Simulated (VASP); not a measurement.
# Lu (P6_3/mmc) in VASP: single point with BLYP

Aim: the single point of Lu with BLYP.

All numbers are computed with VASP 6.6.1; they aren't measurements. Logs are shortened: lines on timing, memory, paths and dates and some standing lists are left out, and cuts for length are marked.

### Step 1. The cell of the first run

The structure is hexagonal, space group P6_3/mmc (No. 194). The conventional cell has a = 3.591 Å, b = 3.591 Å, c = 11.499 Å, α = 90.00°, β = 90.00°, γ = 120.00°. Lu (site symmetry -3m) has 12 Lu at 3.54 to 3.59 Å within 4.7 Å. Within 4.7 Å of Lu (site symmetry -6m2) lie 12 Lu at 3.54 to 3.59 Å.

### Step 2. Single point, BLYP (volume scaled by 1.08)

INCAR reads:

```
PREC = Accurate ; ENCUT = 520
EDIFF = 1E-7 ; ISMEAR = -1
SIGMA = 0.1 ; LREAL = F
LASPH = T ; NELM = 80
ALGO = Normal ; ISIF = 2
LWAVE = F ; LCHARG = T
GGA = B5 ; ALDAX = 1.0
AGGAX = 1.0 ; AGGAC = 1.0
ALDAC = 0.0 ; LELF = T
LVHAR = T ; NBANDS = 58
```

KPOINTS reads:

```
regular mesh
0
Gamma
  12 12 4
```

POSCAR reads:

```
Lu
1.0
    3.5905929228      0.0000000000      0.0000000000
   -1.7952964614      3.1095446858      0.0000000000
    0.0000000000      0.0000000000     11.4985819811
Lu
4
Direct
    1.0000000000      0.0000000000      1.0000000000
    1.0000000000      1.0000000000      0.5000000000
    0.3333333333      0.6666666667      0.2500000000
    0.6666666667      0.3333333333      0.7500000000
```

Potentials or basis: VASP PAW PBE potentials, release 64 (Lu).

On the command line:

```
$ cat potpaw_PBE.64/Lu/POTCAR > POTCAR
$ mpirun -np 1 vasp_std > vasp.out
```

OUTCAR:

```text
PREC = Accurate
   ENCUT = 520
   EDIFF = 1E-7
   ISMEAR = -1
   LREAL = F
   LASPH = T
   NELM = 80
   ISIF = 2
   GGA = B5

 ion  position               nearest neighbor table
   1  0.000  0.000  0.000-   3 3.54   4 3.54   4 3.54   3 3.54   4 3.54   3 3.54
   2  0.000  0.000  0.500-   3 3.54   4 3.54   4 3.54   3 3.54   4 3.54   3 3.54
   3  0.333  0.667  0.250-   1 3.54   2 3.54   1 3.54   2 3.54   1 3.54   2 3.54
   4  0.667  0.333  0.750-   1 3.54   2 3.54   1 3.54   2 3.54   1 3.54   2 3.54

  LATTYP: Found a hexagonal cell.
 ALAT       =     3.5905929228
 C/A-ratio  =     3.2024187170

  Lattice vectors:

 A1 = (   3.5905929228,   0.0000000000,   0.0000000000)
 A2 = (  -1.7952964614,   3.1095446858,   0.0000000000)
 A3 = (   0.0000000000,   0.0000000000,  11.4985819811)

Analysis of symmetry for initial positions (statically):
=====================================================================
 Subroutine PRICEL returns:
 Original cell was already a primitive cell.

 Routine SETGRP: Setting up the symmetry group for a
 hexagonal supercell.

 Subroutine GETGRP returns: Found 24 space group operations
 (whereof 12 operations were pure point group operations)
 out of a pool of 24 trial point group operations.

The static configuration has the point symmetry D_3d.
 The point group associated with its full space group is D_6h.

Analysis of symmetry for dynamics (positions and initial velocities):
=====================================================================
 Subroutine PRICEL returns:
 Original cell was already a primitive cell.

 Routine SETGRP: Setting up the symmetry group for a
 hexagonal supercell.

 Subroutine GETGRP returns: Found 24 space group operations
 (whereof 12 operations were pure point group operations)
 out of a pool of 24 trial point group operations.

The dynamic configuration has the point symmetry D_3d.
 The point group associated with its full space group is D_6h.

 Subroutine INISYM returns: Found 24 space group operations
 (whereof 12 operations are pure point group operations),
 and found     1 'primitive' translations

----------------------------------------------------------------------------------------

                                     Primitive cell

  volume of cell :     128.3829

  direct lattice vectors                    reciprocal lattice vectors
     3.590592923  0.000000000  0.000000000     0.278505534  0.160795245  0.000000000
    -1.795296461  3.109544686  0.000000000     0.000000000  0.321590490  0.000000000
     0.000000000  0.000000000 11.498581981     0.000000000  0.000000000  0.086967245

  length of vectors
     3.590592923  3.590592923 11.498581981     0.321590490  0.321590490  0.086967245

  position of ions in fractional coordinates (direct lattice)
     0.000000000  0.000000000  0.000000000
     0.000000000  0.000000000  0.500000000
     0.333333333  0.666666667  0.250000000
     0.666666667  0.333333333  0.750000000

  ion indices of the primitive-cell ions
   primitive index   ion index
                 1           1
                 2           2
                 3           3
                 4           4

----------------------------------------------------------------------------------------

 KPOINTS: regular mesh

Automatic generation of k-mesh.
 Grid dimensions read from file:
 generate k-points for:   12   12    4

 Generating k-lattice:

  Cartesian coordinates                     Fractional coordinates (reciprocal lattice)
     0.023208795  0.013399604  0.000000000     0.083333333  0.000000000  0.000000000
     0.000000000  0.026799208  0.000000000     0.000000000  0.083333333  0.000000000
     0.000000000  0.000000000  0.021741811     0.000000000  0.000000000  0.250000000

  Length of vectors
     0.026799208  0.026799208  0.021741811

  Shift w.r.t. Gamma in fractional coordinates (k-lattice)
     0.000000000  0.000000000  0.000000000

 Subroutine IBZKPT returns following result:
 ===========================================

 Found     57 irreducible k-points:

 Following reciprocal coordinates:
            Coordinates               Weight
  0.000000  0.000000  0.000000      1.000000
  0.083333  0.000000  0.000000      6.000000
  0.166667  0.000000  0.000000      6.000000
  0.250000  0.000000  0.000000      6.000000
  0.333333  0.000000  0.000000      6.000000
  0.416667  0.000000  0.000000      6.000000
[... 16 lines left out ...]
  0.250000  0.000000  0.250000     12.000000
  0.333333  0.000000  0.250000     12.000000
 [... further k-points ...]
   k-points           NKPTS =     57   k-points in BZ     NKDIM =     57   number of bands    NBANDS=     58
   number of dos      NEDOS =    301   number of ions     NIONS =      4
   total plane-waves  NPLWV =  70560
   dimension x,y,z NGX =    28 NGY =   28 NGZ =   90
   dimension x,y,z NGXF=    56 NGYF=   56 NGZF=  180
   ions per type =               4
   NGX,Y,Z   is equivalent  to a cutoff of  12.96, 12.96, 13.01 a.u.
   NGXF,Y,Z  is equivalent  to a cutoff of  25.93, 25.93, 26.02 a.u.
 SYSTEM =  unknown system
   PREC   = accura    normal or accurate (medium, high low for compatibility)
   ISTART =      0    job   : 0-new  1-cont  2-samecut
   ICHARG =      2    charge: 1-file 2-atom 10-const
   ISPIN  =      1    spin polarized calculation?
   LNONCOLLINEAR =      F non collinear calculations
   LSORBIT =      F    spin-orbit coupling
   LASPH  =      T    aspherical Exc in radial PAW
   ENCUT  =  520.0 eV  38.22 Ry    6.18 a.u.   6.68  6.68 21.38*2*pi/ulx,y,z
   NELM   =     80;   NELMIN=  2; NELMDL= -5     # of ELM steps
   EDIFF  = 0.1E-06   stopping-criterion for ELM
   LREAL  =      F    real-space projection
   EDIFFG = 0.1E-05   stopping-criterion for IOM
   NSW    =      0    number of steps for IOM
   IBRION =     -1    ionic relax: 0-MD 1-quasi-New 2-CG
   NFREE  =      0    steps in history (QN), initial steepest desc. (CG)
   ISIF   =      2    stress and relaxation
   ISYM   =      2    0-nonsym 1-usesym 2-fastsym
   POTIM  = 0.5000    time-step for ionic-motion
   TEBEG  =    0.0;   TEEND  =   0.0 temperature during run
   PSTRESS=    0.0 pullay stress
   NELECT =     100.0000    total number of electrons
   NUPDOWN=      -1.0000    fix difference up-down
   EMIN   =  10.00;   EMAX   =-10.00  energy-range for DOS
   EFERMI =   0.00;   METHOD = LEGACY
   ISMEAR =    -1;   SIGMA  =   0.10  broadening in eV -4-tet -1-fermi 0-gaus
   EFERMI_NEDOS =   21; number of points for ismear=-14 and -15
   IALGO  =     38    algorithm
   IMIX   =      4    mixing-type and parameters
     AMIX     =   0.40;   BMIX     =  1.00
     AMIX_MAG =   1.60;   BMIX_MAG =  1.00
  volume/ion in A,a.u.               =      32.10       216.59
  Fermi-wavevector in a.u.,A,eV,Ry     =   1.506280  2.846457 30.869984  2.268880
  Thomas-Fermi vector in A             =   2.617018
   LORBIT       =      0    0 simple, 1 ext, 2 COOP (PROOUT), +10 PAW based schemes
   GGA     = B5    functional components
   LHFCALC =     F    Hartree Fock is set to
   AEXX    =    0.0000 exact exchange contribution
   IVDW    =     0    specifies the selected vdW correction
   LEPSILON=     F    determine dielectric tensor
   LRPA    =     F    only Hartree local field effects (RPA)
 non-spin polarized calculation
  energy-cutoff  :      520.00
  volume of cell :      128.38
 maximum number of plane-waves:      3523
 NGX is ok and might be reduce to    28
   NGX = 13   NGY = 13   NGZ = 43

 number of electron     100.0000020 magnetization

 Free energy of the ion-electron system (eV)
  ---------------------------------------------------
  ext. energy  EPLUGINS =         0.00000000
  ---------------------------------------------------
  free energy    TOTEN  =       -13.97588672 eV

  energy without entropy =      -13.74169049  energy(sigma->0) =      -13.85878860

 E-fermi :   2.3723     XC(G=0):  -9.7455

 val. band max:        2.3681389013   @ k =   0.3333   0.0000   0.0000
 cond. band min:       2.3837753698   @ k =   0.5000   0.0000   0.5000
 fundamental gap:      0.0156364686
 Fermi energy:         2.3723443201

 k-point     1 :       0.0000    0.0000    0.0000
  band No.  band energies     occupation
      1     -53.8905      2.00000
      2     -53.8839      2.00000
      3     -53.8740      2.00000
      4     -53.8674      2.00000
      5     -24.9422      2.00000
      6     -24.7697      2.00000
[... 50 lines left out ...]
     57       4.6085      0.00000
     58       4.6469      0.00000

 k-point     2 :       0.0833    0.0000    0.0000
  band No.  band energies     occupation
      1     -53.8895      2.00000
      2     -53.8831      2.00000
      3     -53.8733      2.00000
      4     -53.8669      2.00000
      5     -24.9343      2.00000
      6     -24.7725      2.00000
[... 50 lines left out ...]
     57       4.6832      0.00000
     58       4.7504      0.00000

 k-point     3 :       0.1667    0.0000    0.0000
  band No.  band energies     occupation
      1     -53.8865      2.00000
      2     -53.8810      2.00000
      3     -53.8712      2.00000
      4     -53.8657      2.00000
      5     -24.9120      2.00000
      6     -24.7850      2.00000
[... 1216 lines left out ...]
      3     -53.8675      2.00000
      4     -53.8645      2.00000
      5     -24.8759      2.00000
      6     -24.8397      2.00000
[... 50 lines left out ...]
     57       4.6223      0.00000
     58       4.9275      0.00000

 k-point    24 :       0.3333    0.0000    0.2500
  band No.  band energies     occupation
      1     -53.8778      2.00000
      2     -53.8758      2.00000
      3     -53.8649      2.00000
      4     -53.8629      2.00000
      5     -24.8781      2.00000
      6     -24.8517      2.00000
[... 50 lines left out ...]
     57       4.4154      0.00000
     58       4.9335      0.00000

 [... further k-points ...]
[... 5 lines left out ...]
  --------------------------------------------------------------------------------------
  -------------------------------------------------------------------------------------
  Total       -2.0371804     -2.0371804     -2.1059407      0.0000000      0.0000000      0.0000000
  in kB      -25.4233524    -25.4233524    -26.2814586      0.0000000      0.0000000      0.0000000
  external PRESSURE =     -25.7093878 kB  Pullay stress =       0.0000000 kB

 VOLUME and BASIS-vectors are now :
 -----------------------------------------------------------------------------
  energy-cutoff  :      520.00
  volume of cell :      128.38
      direct lattice vectors                 reciprocal lattice vectors
     3.590592923  0.000000000  0.000000000     0.278505534  0.160795245  0.000000000
    -1.795296461  3.109544686  0.000000000     0.000000000  0.321590490  0.000000000
     0.000000000  0.000000000 11.498581981     0.000000000  0.000000000  0.086967245

 POSITION                                       TOTAL-FORCE (eV/Angst)
 -----------------------------------------------------------------------------------
      0.00000      0.00000      0.00000        -0.000000      0.000000      0.000000
      0.00000      0.00000      5.74929        -0.000000      0.000000      0.000000
     -0.00000      2.07303      2.87465        -0.000000      0.000000     -0.000000
      1.79530      1.03651      8.62394         0.000000     -0.000000      0.000000
 -----------------------------------------------------------------------------------
    total drift:                                0.000000     -0.000000      0.000000

  FREE ENERGIE OF THE ION-ELECTRON SYSTEM (eV)
  ---------------------------------------------------
  free  energy   TOTEN  =       -13.9758867181 eV

  energy  without entropy=      -13.7416904895  energy(sigma->0) =      -13.85878860
```

It took 20 min on 1 thread of Intel Xeon 8259CL, shared host; peak memory 0.45 GiB.

What came out:

* Free energy: -13.9759 eV
* Pressure: -2.6 GPa
* Band gap on the k mesh: zero (band 50 reaches 3.29 eV, above the bottom of band 51 at 1.94 eV)

Caveat: the PAW data sets were made with another functional, which shifts forces and pressure a little; spin-orbit coupling is left out, which moves the levels of the heavy elements.
